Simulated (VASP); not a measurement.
# KBa (P4/mmm) in VASP: a series of runs, part 2 of 2

VASP 6.6.1.

### 4 Relaxation of cell and atoms, PBE

Contents of INCAR:

```
PREC = Accurate
ENCUT = 600
EDIFF = 1E-7
ISMEAR = 0
SIGMA = 0.1
LREAL = False
LASPH = True
NELM = 80
ALGO = Normal
ISIF = 3
LWAVE = False
LCHARG = False
GGA = PE
IBRION = 2
NSW = 90
EDIFFG = -0.04
```

Contents of KPOINTS:

```
regular mesh
0
Gamma
  4 4 4
```

Contents of POSCAR:

```
KBa
1.0
    3.9003097294      0.0000000000      0.0000000000
    0.0000000000      3.9003097294      0.0000000000
    0.0000000000      0.0000000000      5.1121916810
K Ba
1 1
Direct
    0.5000000000      0.5000000000      0.5000000000
    0.0000000000      0.0000000000      0.0000000000
```

Run with:

```bash
cat potpaw_PBE.64/K_sv/POTCAR potpaw_PBE.64/Ba_sv/POTCAR > POTCAR
mpirun -np 1 vasp_std > vasp.out
```

Run time: 48 s. Hardware: 1 thread of AMD EPYC 9R14 (Zen 4), shared host; peak memory 0.19 GiB.

It converged, with:

| Quantity | Value |
| --- | --- |
| Free energy | -2.6890 eV |
| Relaxed volume | 67.84 Å³/atom |
| Relaxed cell | a = 4.683 Å, b = 4.683 Å, c = 6.188 Å, α = 90.00°, β = 90.00°, γ = 90.00° |
| Space group after relaxing (to 0.1 Å) | P4/mmm (No. 123) |
| Energy gained by relaxing | 485.7 meV/atom |
| Ionic steps | 4 |
| Pressure after relaxing | 0.1 GPa |
| Band gap on the k mesh | zero (an odd number of electrons rules out a gap without spin polarisation) |

Step by step:
| step | energy change (eV) | largest force (eV/Å) | pressure (GPa) | volume (Å³) |
| --- | --- | --- | --- | --- |
| 1 | 0.0000 | 0.0000 | 7.44 | 77.77 |
| 2 | -0.6789 | 0.0000 | 3.08 | 99.91 |
| 3 | -0.9637 | 0.0000 | 0.36 | 129.80 |
| 4 | -0.9713 | 0.0000 | 0.07 | 135.69 |

Final structure:
```yaml
crystal:
  lattice:
    - [4.68272, 0.00000, 0.00000]
    - [0.00000, 4.68272, 0.00000]
    - [0.00000, 0.00000, 6.18801]
  atoms:
    - { symbol: K, position: [0.50000, 0.50000, 0.50000] }
    - { symbol: Ba, position: [0.00000, 0.00000, 0.00000] }
```

Levels at points of the mesh, in eV from the Fermi level:
| k point | band 7 | band 8 | band 9 | band 10 | band 11 | band 12 | band 13 |
| --- | --- | --- | --- | --- | --- | --- | --- |
| (0.00, 0.00, 0.00) | -14.51 | -14.51 | -2.46 | -0.05 | 0.33 | 2.30 | 2.30 |
| (0.50, 0.00, 0.00) | -14.62 | -14.50 | -0.82 | -0.24 | 0.72 | 0.78 | 1.97 |
| (0.50, 0.50, 0.00) | -14.63 | -14.60 | -0.42 | 0.27 | 0.83 | 0.83 | 1.52 |
| (0.00, 0.00, 0.50) | -14.51 | -14.51 | -1.58 | -0.96 | 0.49 | 1.80 | 2.20 |
| (0.50, 0.00, 0.50) | -14.60 | -14.50 | -0.44 | -0.34 | 0.77 | 0.79 | 1.86 |
| (0.50, 0.50, 0.50) | -14.64 | -14.61 | -0.09 | 0.46 | 0.46 | 1.64 | 1.97 |

Caveat: the k points lie up to 0.34 Å⁻¹ apart in the final cell, too coarse for converged energies and pressures of a metal; the volume moved by over 15 % at a fixed basis, so the end points are rough; spin-orbit coupling is left out, which moves the levels of the heavy elements.

### 5 Single point, PBE

This run uses another cell than the first one, of 68.21 Å³/atom.

Contents of INCAR:

```
SYSTEM = KBa
PREC = Accurate
ENCUT = 520
EDIFF = 1E-6
ISMEAR = 0
SIGMA = 0.1
LREAL = .FALSE.
LASPH = .TRUE.
NELM = 80
ALGO = Fast
ISIF = 2
LWAVE = .FALSE.
LCHARG = .FALSE.
GGA = PE
NBANDS = 16
```

Contents of KPOINTS:

```
regular mesh
0
G
  12 12 10
  0 0 0
```

Contents of POSCAR:

```
KBa
1.0
    4.3749608293      0.0000000000      0.0000000000
    0.0000000000      4.3749608293      0.0000000000
    0.0000000000      0.0000000000      7.1273882934
K Ba
1 1
Direct
    0.5000000000      0.5000000000      0.5000000000
    0.0000000000      0.0000000000      0.0000000000
```

Potentials or basis: VASP PAW PBE potentials, release 64 (K_sv, Ba_sv).

Run with:

```bash
cat potpaw_PBE.64/K_sv/POTCAR potpaw_PBE.64/Ba_sv/POTCAR > POTCAR
mpirun -np 1 vasp_std > vasp.out
```

OUTCAR:

```text
SYSTEM = KBa
   PREC = Accurate
   ENCUT = 520
   EDIFF = 1E-6
   ISMEAR = 0
   LREAL = .FALSE.
   LASPH = .TRUE.
   NELM = 80
   ISIF = 2
   GGA = PE

 ion  position               nearest neighbor table
   1  0.500  0.500  0.500-
   2  0.000  0.000  0.000-

  LATTYP: Found a simple tetragonal cell.
 ALAT       =     4.3749608293
 C/A-ratio  =     1.6291319103

  Lattice vectors:

 A1 = (   4.3749608293,   0.0000000000,   0.0000000000)
[... 643 lines left out ...]

------------------------ aborting loop because EDIFF is reached ----------------------------------------

  FORCE on cell =-STRESS in cart. coord.  units (eV):
  Direction    XX          YY          ZZ          XY          YZ          ZX
  --------------------------------------------------------------------------------------
  -------------------------------------------------------------------------------------
  Total        0.0026633      0.0026633     -0.0001357      0.0000000      0.0000000      0.0000000
  in kB        0.0312788      0.0312788     -0.0015931      0.0000000      0.0000000      0.0000000
  external PRESSURE =       0.0203215 kB  Pullay stress =       0.0000000 kB

 VOLUME and BASIS-vectors are now :
 -----------------------------------------------------------------------------
  energy-cutoff  :      520.00
  volume of cell :      136.42
      direct lattice vectors                 reciprocal lattice vectors
     4.374960829  0.000000000  0.000000000     0.228573475  0.000000000  0.000000000
     0.000000000  4.374960829  0.000000000     0.000000000  0.228573475  0.000000000
     0.000000000  0.000000000  7.127388293     0.000000000  0.000000000  0.140303847

 POSITION                                       TOTAL-FORCE (eV/Angst)
 -----------------------------------------------------------------------------------
      2.18748      2.18748      3.56369         0.000000      0.000000      0.000000
      0.00000      0.00000      0.00000         0.000000      0.000000      0.000000
 -----------------------------------------------------------------------------------
    total drift:                                0.000000      0.000000      0.000000

  FREE ENERGIE OF THE ION-ELECTRON SYSTEM (eV)
  ---------------------------------------------------
  free  energy   TOTEN  =        -2.7331584707 eV

  energy  without entropy=       -2.7234729312  energy(sigma->0) =       -2.72831570
```

OSZICAR:

```text
N       E                     dE             d eps       ncg     rms          rms(c)
DAV:   1     0.129169947861E+03    0.12917E+03   -0.75480E+03  5376   0.935E+02
DAV:   2     0.635772922793E+01   -0.12281E+03   -0.11962E+03  7656   0.233E+02
DAV:   3    -0.225740539637E+01   -0.86151E+01   -0.85801E+01  8112   0.540E+01
[... 15 lines left out ...]
RMM:  19    -0.273315312587E+01   -0.22961E-05   -0.24020E-05  4345   0.639E-03    0.337E-03
RMM:  20    -0.273315483245E+01   -0.17066E-05   -0.17791E-05  4718   0.611E-03    0.249E-03
RMM:  21    -0.273315628754E+01   -0.14551E-05   -0.14815E-05  4531   0.508E-03    0.158E-03
RMM:  22    -0.273315755381E+01   -0.12663E-05   -0.11424E-05  5027   0.556E-03    0.196E-03
RMM:  23    -0.273315847067E+01   -0.91685E-06   -0.95427E-06  3346   0.363E-03
   1 F= -.27331585E+01 E0= -.27283157E+01  d E =-.968554E-02
```

Run time: 6 min. Hardware: 1 thread of AMD EPYC 9R14 (Zen 4), shared host; peak memory 0.5 GiB.

Results:

```
Free energy            : -2.7332 eV
Pressure               : 0.0 GPa
Band gap on the k mesh : zero (an odd number of electrons rules out a gap without spin polarisation)
```

Levels at points of the mesh, in eV from the Fermi level:
```csv
k point,band 6,band 7,band 8,band 9,band 10,band 11,band 12,band 13,band 14,band 15
"(0.00, 0.00, 0.00)",-14.58,-14.38,-14.38,-2.49,-0.34,0.34,0.99,2.60,2.60,3.55
"(0.50, 0.00, 0.00)",-14.66,-14.56,-14.35,-0.64,-0.02,0.26,0.74,2.04,2.26,2.67
"(0.50, 0.50, 0.00)",-14.62,-14.62,-14.53,-0.49,0.58,0.67,0.67,2.03,2.03,4.40
"(0.00, 0.00, 0.50)",-14.59,-14.38,-14.38,-1.85,-1.27,0.39,1.07,2.65,2.65,3.16
"(0.50, 0.00, 0.50)",-14.65,-14.55,-14.35,-0.48,-0.37,0.75,0.79,1.39,2.21,2.86
"(0.50, 0.50, 0.50)",-14.63,-14.63,-14.53,-0.33,0.60,0.60,1.58,1.96,2.23,2.23
```

Caveat: spin-orbit coupling is left out, which moves the levels of the heavy elements.

### 6 The runs side by side

| task | cell | k mesh | cutoff (eV) | gap on the mesh (eV) | pressure (GPa) |
| --- | --- | --- | --- | --- | --- |
| single point | a = 3.900, b = 3.900, c = 5.112 Å, 2 atoms | 6 × 6 × 4 | 520 | none | 7.9 |
| single point | a = 4.614, b = 4.614, c = 6.245 Å, 2 atoms | 4 × 4 × 4 | 520 | none | 0.2 |
| relaxation of cell and atoms | relaxed from a = 3.900, b = 3.900, c = 5.112 Å, 2 atoms | 4 × 4 × 4 | 600 | none | 0.1 |
| single point | a = 4.375, b = 4.375, c = 7.127 Å, 2 atoms | 12 × 12 × 10 | 520 | none | 0.0 |

Alike in all rows: level PBE; potentials or basis VASP PAW PBE potentials, release 64 (K_sv, Ba_sv); no spin polarisation; smearing gaussian 0.1 eV.

Caveats: some runs use coarse meshes; spin-orbit coupling is left out, which moves the levels of the heavy elements; the cell stands under pressure (at least some runs); the volume moved by over 15 % at a fixed basis, so the end points are rough (at least some runs).

Total energies depend on the potentials used, so only differences within one code and one set of settings carry meaning.
